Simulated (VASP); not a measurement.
# TiB2 (P6/mmm) in VASP: further runs

Runs on TiB2. Level: PBE. Tasks: single point.

Everything below comes from runs of VASP 6.6.1. Logs are shortened: lines on timing, memory, paths and dates and some standing lists are left out, and cuts for length are marked.

### Step 1. The cell of the first run

It takes space group P6/mmm (No. 191, hexagonal). The conventional cell has a = 3.029 Å, b = 3.029 Å, c = 3.228 Å, α = 90.00°, β = 90.00°, γ = 120.00°. Within 3.1 Å of Ti (site symmetry 6/mmm) lie 12 B at 2.38 Å and 6 Ti at 3.03 Å. Within 2.3 Å of B (site symmetry -6m2) lie 3 B at 1.75 Å.

### Step 2. Single point, PBE

File INCAR:

```
  ALGO = Normal
  EDIFF = 1E-6
  ENCUT = 520
  GGA = PE
  ISIF = 2
  ISMEAR = 0
  LASPH = T
  LCHARG = F
  LREAL = F
  LWAVE = F
  NBANDS = 16
  NELM = 100
  PREC = Accurate
  SIGMA = 0.020999999999999998
```

File KPOINTS:

```
k-points
0
Gamma
  10 10 8
```

File POSCAR:

```
TiB2
1.0
    3.0292000000      0.0000000000      0.0000000000
   -1.5146000000      2.6233641531      0.0000000000
    0.0000000000      0.0000000000      3.2284000000
Ti B
1 2
Direct
    0.0000000000      0.0000000000      0.0000000000
    0.6666666667      0.3333333333      0.5000000000
    0.3333333333      0.6666666667      0.5000000000
```

Potentials or basis: VASP PAW PBE potentials, release 64 (Ti_sv, B).

Started as:

```console
> cat potpaw_PBE.64/Ti_sv/POTCAR potpaw_PBE.64/B/POTCAR > POTCAR
> mpirun -np 1 vasp_std > vasp.out
```

OUTCAR:

```text
EDIFF = 1E-6
   ENCUT = 520
   GGA = PE
   ISIF = 2
   ISMEAR = 0
   LASPH = T
   LREAL = F
   NELM = 100
   PREC = Accurate

 ion  position               nearest neighbor table
   1  0.000  0.000  0.000-   2 2.38   3 2.38   2 2.38   3 2.38   3 2.38   3 2.38   2 2.38   2 2.38
                             2 2.38   2 2.38   3 2.38   3 2.38
   2  0.667  0.333  0.500-   3 1.75   3 1.75   3 1.75   1 2.38   1 2.38   1 2.38   1 2.38   1 2.38
                             1 2.38
   3  0.333  0.667  0.500-   2 1.75   2 1.75   2 1.75   1 2.38   1 2.38   1 2.38   1 2.38   1 2.38
                             1 2.38

  LATTYP: Found a hexagonal cell.
 ALAT       =     3.0292000000
 C/A-ratio  =     1.0657599366

  Lattice vectors:

 A1 = (   3.0292000000,   0.0000000000,   0.0000000000)
 A2 = (  -1.5146000000,   2.6233641531,   0.0000000000)
 A3 = (   0.0000000000,   0.0000000000,   3.2284000000)

Analysis of symmetry for initial positions (statically):
=====================================================================
 Subroutine PRICEL returns:
 Original cell was already a primitive cell.

 Routine SETGRP: Setting up the symmetry group for a
 hexagonal supercell.

 Subroutine GETGRP returns: Found 24 space group operations
 (whereof 24 operations were pure point group operations)
 out of a pool of 24 trial point group operations.

The static configuration has the point symmetry D_6h.

Analysis of symmetry for dynamics (positions and initial velocities):
=====================================================================
 Subroutine PRICEL returns:
 Original cell was already a primitive cell.

 Routine SETGRP: Setting up the symmetry group for a
 hexagonal supercell.

 Subroutine GETGRP returns: Found 24 space group operations
 (whereof 24 operations were pure point group operations)
 out of a pool of 24 trial point group operations.

The dynamic configuration has the point symmetry D_6h.

 Subroutine INISYM returns: Found 24 space group operations
 (whereof 24 operations are pure point group operations),
 and found     1 'primitive' translations

----------------------------------------------------------------------------------------

                                     Primitive cell

  volume of cell :      25.6551

  direct lattice vectors                    reciprocal lattice vectors
     3.029200000  0.000000000  0.000000000     0.330120164  0.190594965  0.000000000
    -1.514600000  2.623364153  0.000000000     0.000000000  0.381189931  0.000000000
     0.000000000  0.000000000  3.228400000     0.000000000  0.000000000  0.309750960

  length of vectors
     3.029200000  3.029200000  3.228400000     0.381189931  0.381189931  0.309750960

  position of ions in fractional coordinates (direct lattice)
     0.000000000  0.000000000  0.000000000
     0.666666667  0.333333333  0.500000000
     0.333333333  0.666666667  0.500000000

  ion indices of the primitive-cell ions
   primitive index   ion index
                 1           1
                 2           2
                 3           3

----------------------------------------------------------------------------------------

 KPOINTS: k-points

Automatic generation of k-mesh.
 Grid dimensions read from file:
 generate k-points for:   10   10    8

 Generating k-lattice:

  Cartesian coordinates                     Fractional coordinates (reciprocal lattice)
     0.033012016  0.019059497  0.000000000     0.100000000  0.000000000  0.000000000
     0.000000000  0.038118993  0.000000000     0.000000000  0.100000000  0.000000000
     0.000000000  0.000000000  0.038718870     0.000000000  0.000000000  0.125000000

  Length of vectors
     0.038118993  0.038118993  0.038718870

  Shift w.r.t. Gamma in fractional coordinates (k-lattice)
     0.000000000  0.000000000  0.000000000

 Subroutine IBZKPT returns following result:
 ===========================================

 Found     70 irreducible k-points:

 Following reciprocal coordinates:
            Coordinates               Weight
  0.000000  0.000000  0.000000      1.000000
  0.100000 -0.000000  0.000000      6.000000
  0.200000 -0.000000  0.000000      6.000000
  0.300000 -0.000000  0.000000      6.000000
  0.400000 -0.000000  0.000000      6.000000
  0.500000 -0.000000  0.000000      3.000000
[... 16 lines left out ...]
  0.300000  0.100000  0.125000     24.000000
  0.400000  0.100000  0.125000     24.000000
 [... further k-points ...]
   k-points           NKPTS =     70   k-points in BZ     NKDIM =     70   number of bands    NBANDS=     16
   number of dos      NEDOS =    301   number of ions     NIONS =      3
   total plane-waves  NPLWV =  13824
   dimension x,y,z NGX =    24 NGY =   24 NGZ =   24
   dimension x,y,z NGXF=    48 NGYF=   48 NGZF=   48
   ions per type =               1   2
   NGX,Y,Z   is equivalent  to a cutoff of  13.17, 13.17, 12.36 a.u.
   NGXF,Y,Z  is equivalent  to a cutoff of  26.34, 26.34, 24.72 a.u.
 SYSTEM =  unknown system
   PREC   = accura    normal or accurate (medium, high low for compatibility)
   ISTART =      0    job   : 0-new  1-cont  2-samecut
   ICHARG =      2    charge: 1-file 2-atom 10-const
   ISPIN  =      1    spin polarized calculation?
   LNONCOLLINEAR =      F non collinear calculations
   LSORBIT =      F    spin-orbit coupling
   LASPH  =      T    aspherical Exc in radial PAW
   ENCUT  =  520.0 eV  38.22 Ry    6.18 a.u.   5.63  5.63  6.00*2*pi/ulx,y,z
   NELM   =    100;   NELMIN=  2; NELMDL= -5     # of ELM steps
   EDIFF  = 0.1E-05   stopping-criterion for ELM
   LREAL  =      F    real-space projection
   EDIFFG = 0.1E-04   stopping-criterion for IOM
   NSW    =      0    number of steps for IOM
   IBRION =     -1    ionic relax: 0-MD 1-quasi-New 2-CG
   NFREE  =      0    steps in history (QN), initial steepest desc. (CG)
   ISIF   =      2    stress and relaxation
   ISYM   =      2    0-nonsym 1-usesym 2-fastsym
   POTIM  = 0.5000    time-step for ionic-motion
   TEBEG  =    0.0;   TEEND  =   0.0 temperature during run
   PSTRESS=    0.0 pullay stress
   NELECT =      18.0000    total number of electrons
   NUPDOWN=      -1.0000    fix difference up-down
   EMIN   =  10.00;   EMAX   =-10.00  energy-range for DOS
   EFERMI =   0.00;   METHOD = LEGACY
   ISMEAR =     0;   SIGMA  =   0.02  broadening in eV -4-tet -1-fermi 0-gaus
   EFERMI_NEDOS =   21; number of points for ismear=-14 and -15
   IALGO  =     38    algorithm
   IMIX   =      4    mixing-type and parameters
     AMIX     =   0.40;   BMIX     =  1.00
     AMIX_MAG =   1.60;   BMIX_MAG =  1.00
  volume/ion in A,a.u.               =       8.55        57.71
  Fermi-wavevector in a.u.,A,eV,Ry     =   1.454703  2.748990 28.792122  2.116161
  Thomas-Fermi vector in A             =   2.571823
   LORBIT       =      0    0 simple, 1 ext, 2 COOP (PROOUT), +10 PAW based schemes
   GGA     = PE    functional components
   LHFCALC =     F    Hartree Fock is set to
   AEXX    =    0.0000 exact exchange contribution
   IVDW    =     0    specifies the selected vdW correction
   LEPSILON=     F    determine dielectric tensor
   LRPA    =     F    only Hartree local field effects (RPA)
 non-spin polarized calculation
 Gauss-broadening in eV      SIGMA  =   0.02
  energy-cutoff  :      520.00
  volume of cell :       25.66
 maximum number of plane-waves:       721
 NGX is ok and might be reduce to    24
   NGX = 11   NGY = 11   NGZ = 13

 number of electron      18.0000002 magnetization

 Free energy of the ion-electron system (eV)
  ---------------------------------------------------
  ext. energy  EPLUGINS =         0.00000000
  ---------------------------------------------------
  free energy    TOTEN  =       -24.42046779 eV

  energy without entropy =      -24.42003570  energy(sigma->0) =      -24.42025175

 E-fermi :   9.9373     XC(G=0): -12.7685

 val. band max:        9.9141627290   @ k =   0.2000   0.2000   0.1250
 cond. band min:       9.9399994321   @ k =   0.3000   0.2000   0.0000
 fundamental gap:      0.0258367030
 Fermi energy:         9.9372785195

 k-point     1 :       0.0000    0.0000    0.0000
  band No.  band energies     occupation
      1     -46.9616      2.00000
      2     -23.3016      2.00000
      3     -23.0040      2.00000
      4     -23.0040      2.00000
      5      -3.5061      2.00000
      6       7.3969      2.00000
[... 8 lines left out ...]
     15      15.7725      0.00000
     16      16.9192      0.00000

 k-point     2 :       0.1000   -0.0000    0.0000
  band No.  band energies     occupation
      1     -46.9564      2.00000
      2     -23.2950      2.00000
      3     -23.0436      2.00000
      4     -23.0130      2.00000
      5      -3.3140      2.00000
      6       6.8528      2.00000
[... 8 lines left out ...]
     15      16.8554      0.00000
     16      17.5345      0.00000

 k-point     3 :       0.2000   -0.0000    0.0000
  band No.  band energies     occupation
      1     -46.9428      2.00000
      2     -23.2777      2.00000
      3     -23.1462      2.00000
      4     -23.0364      2.00000
      5      -2.7532      2.00000
      6       5.5326      2.00000
[... 8 lines left out ...]
     15      17.8408      0.00000
     16      18.9628      0.00000

 k-point     4 :       0.3000   -0.0000    0.0000
  band No.  band energies     occupation
      1     -46.9260      2.00000
      2     -23.2709      2.00000
      3     -23.2563      2.00000
      4     -23.0652      2.00000
      5      -1.8635      2.00000
      6       3.9142      2.00000
[... 8 lines left out ...]
     15      17.2967      0.00000
     16      19.0647      0.00000

 k-point     5 :       0.4000   -0.0000    0.0000
  band No.  band energies     occupation
      1     -46.9124      2.00000
      2     -23.3701      2.00000
      3     -23.2390      2.00000
      4     -23.0884      2.00000
      5      -0.6962      2.00000
      6       2.2608      2.00000
[... 8 lines left out ...]
     15      17.4180      0.00000
     16      18.5433      0.00000

 k-point     6 :       0.5000   -0.0000    0.0000
  band No.  band energies     occupation
      1     -46.9071      2.00000
      2     -23.4076      2.00000
      3     -23.2324      2.00000
      4     -23.0972      2.00000
      5       0.6341      2.00000
      6       0.7625      2.00000
[... 8 lines left out ...]
     15      17.4488      0.00000
     16      18.1902      0.00000

 k-point     7 :       0.1000    0.1000    0.0000
  band No.  band energies     occupation
      1     -46.9470      2.00000
      2     -23.2830      2.00000
      3     -23.1118      2.00000
      4     -23.0321      2.00000
      5      -2.9375      2.00000
      6       6.0349      2.00000
[... 8 lines left out ...]
     15      17.6635      0.00000
     16      18.1486      0.00000

 k-point     8 :       0.2000    0.1000    0.0000
  band No.  band energies     occupation
      1     -46.9318      2.00000
      2     -23.2637      2.00000
      3     -23.2183      2.00000
      4     -23.0653      2.00000
      5      -2.2119      2.00000
      6       4.7174      2.00000
[... 8 lines left out ...]
     15      17.6801      0.00000
     16      19.0658      0.00000

 k-point     9 :       0.3000    0.1000    0.0000
  band No.  band energies     occupation
      1     -46.9166      2.00000
      2     -23.3227      2.00000
      3     -23.2444      2.00000
      4     -23.0987      2.00000
      5      -1.1828      2.00000
      6       3.1524      2.00000
[... 8 lines left out ...]
     15      17.7917      0.00000
     16      19.0479      0.00000
[... 172 lines left out ...]
 k-point    19 :       0.4000   -0.0000    0.1250
  band No.  band energies     occupation
      1     -46.9103      2.00000
      2     -23.3657      2.00000
      3     -23.2651      2.00000
      4     -23.0853      2.00000
      5      -0.5926      2.00000
      6       2.2897      2.00000
[... 8 lines left out ...]
     15      17.9385      0.00000
     16      19.5805      0.00000

 k-point    20 :       0.5000   -0.0000    0.1250
  band No.  band energies     occupation
      1     -46.9051      2.00000
      2     -23.4030      2.00000
      3     -23.2582      2.00000
      4     -23.0941      2.00000
      5       0.6844      2.00000
      6       0.8350      2.00000
[... 8 lines left out ...]
     15      18.1961      0.00000
     16      19.3441      0.00000

 k-point    21 :       0.1000    0.1000    0.1250
  band No.  band energies     occupation
      1     -46.9449      2.00000
      2     -23.3117      2.00000
      3     -23.1087      2.00000
      4     -23.0295      2.00000
      5      -2.7529      2.00000
      6       6.1263      2.00000
[... 8 lines left out ...]
     15      17.5831      0.00000
     16      17.8735      0.00000

 k-point    22 :       0.2000    0.1000    0.1250
  band No.  band energies     occupation
      1     -46.9298      2.00000
      2     -23.2915      2.00000
      3     -23.2144      2.00000
      4     -23.0624      2.00000
      5      -2.0542      2.00000
      6       4.7574      2.00000
[... 8 lines left out ...]
     15      18.0362      0.00000
     16      19.3788      0.00000

 k-point    23 :       0.3000    0.1000    0.1250
  band No.  band energies     occupation
      1     -46.9145      2.00000
      2     -23.3188      2.00000
      3     -23.2706      2.00000
      4     -23.0956      2.00000
      5      -1.0634      2.00000
      6       3.1739      2.00000
[... 8 lines left out ...]
     15      18.2881      0.00000
     16      19.7205      0.00000

 k-point    24 :       0.4000    0.1000    0.1250
  band No.  band energies     occupation
      1     -46.9051      2.00000
      2     -23.3819      2.00000
      3     -23.2582      2.00000
      4     -23.1160      2.00000
      5       0.1687      2.00000
      6       1.6146      2.00000
[... 8 lines left out ...]
     15      18.5866      0.00000
     16      19.5131      0.00000

 [... further k-points ...]
[... 5 lines left out ...]
  --------------------------------------------------------------------------------------
  -------------------------------------------------------------------------------------
  Total        0.0939113      0.0939113      0.0883082      0.0000000      0.0000000      0.0000000
  in kB        5.8648188      5.8648188      5.5149002      0.0000000      0.0000000      0.0000000
  external PRESSURE =       5.7481793 kB  Pullay stress =       0.0000000 kB

 VOLUME and BASIS-vectors are now :
 -----------------------------------------------------------------------------
  energy-cutoff  :      520.00
  volume of cell :       25.66
      direct lattice vectors                 reciprocal lattice vectors
     3.029200000  0.000000000  0.000000000     0.330120164  0.190594965  0.000000000
    -1.514600000  2.623364153  0.000000000     0.000000000  0.381189931  0.000000000
     0.000000000  0.000000000  3.228400000     0.000000000  0.000000000  0.309750960

 POSITION                                       TOTAL-FORCE (eV/Angst)
 -----------------------------------------------------------------------------------
      0.00000      0.00000      0.00000        -0.000000      0.000000      0.000000
      1.51460      0.87445      1.61420         0.000000     -0.000000      0.000000
     -0.00000      1.74891      1.61420        -0.000000     -0.000000      0.000000
 -----------------------------------------------------------------------------------
    total drift:                               -0.000000      0.000000      0.000000

  FREE ENERGIE OF THE ION-ELECTRON SYSTEM (eV)
  ---------------------------------------------------
  free  energy   TOTEN  =       -24.4204677895 eV

  energy  without entropy=      -24.4200357015  energy(sigma->0) =      -24.42025175
```

It took 8.7 s on 1 thread of Intel Xeon 6975P-C (Granite Rapids), shared host; peak memory 0.15 GiB.

What came out:

| Quantity | Value |
| --- | --- |
| Free energy | -24.4205 eV |
| Pressure | 0.6 GPa |
| Band gap on the k mesh | zero (band 9 reaches 10.38 eV, above the bottom of band 10 at 9.82 eV) |

### Step 3. Single point, PBE

File INCAR:

```
SYSTEM = TiB2
ALGO = Normal
EDIFF = 1E-6
ENCUT = 520
GGA = PE
ISIF = 2
ISMEAR = 0
LASPH = .TRUE.
LCHARG = .FALSE.
LREAL = .FALSE.
LWAVE = .FALSE.
NBANDS = 16
NELM = 100
PREC = Accurate
SIGMA = 0.022
```

File KPOINTS:

```
k-points
0
G
  10 10 8
  0 0 0
```

POSCAR is that of step 2.

Potentials or basis: VASP PAW PBE potentials, release 64 (Ti_sv, B).

Started as:

```console
> cat potpaw_PBE.64/Ti_sv/POTCAR potpaw_PBE.64/B/POTCAR > POTCAR
> mpirun -np 1 vasp_std > vasp.out
```

It took 8.9 s on 1 thread of Intel Xeon 6975P-C (Granite Rapids), shared host; peak memory 0.15 GiB.

Results (log left out):

| Item | Value |
| --- | --- |
| Free energy | -24.4205 eV |
| Pressure | 0.6 GPa |
| Band gap on the k mesh | zero (band 9 reaches 10.38 eV, above the bottom of band 10 at 9.82 eV) |

Levels at points of the mesh, in eV from the Fermi level:
| k point | band 6 | band 7 | band 8 | band 9 | band 10 | band 11 | band 12 | band 13 |
| --- | --- | --- | --- | --- | --- | --- | --- | --- |
| (0.00, 0.00, 0.00) | -2.54 | -2.54 | -2.27 | -2.05 | 1.95 | 1.95 | 3.71 | 3.71 |
| (0.50, 0.00, 0.00) | -9.17 | -3.20 | -3.16 | -2.20 | 1.40 | 2.79 | 3.27 | 3.42 |
| (0.00, 0.00, 0.50) | -7.55 | -0.49 | -0.49 | -0.11 | -0.11 | 0.49 | 0.49 | 1.70 |
| (0.50, 0.00, 0.50) | -7.49 | -4.57 | -3.76 | -3.08 | 2.54 | 2.97 | 4.52 | 4.64 |
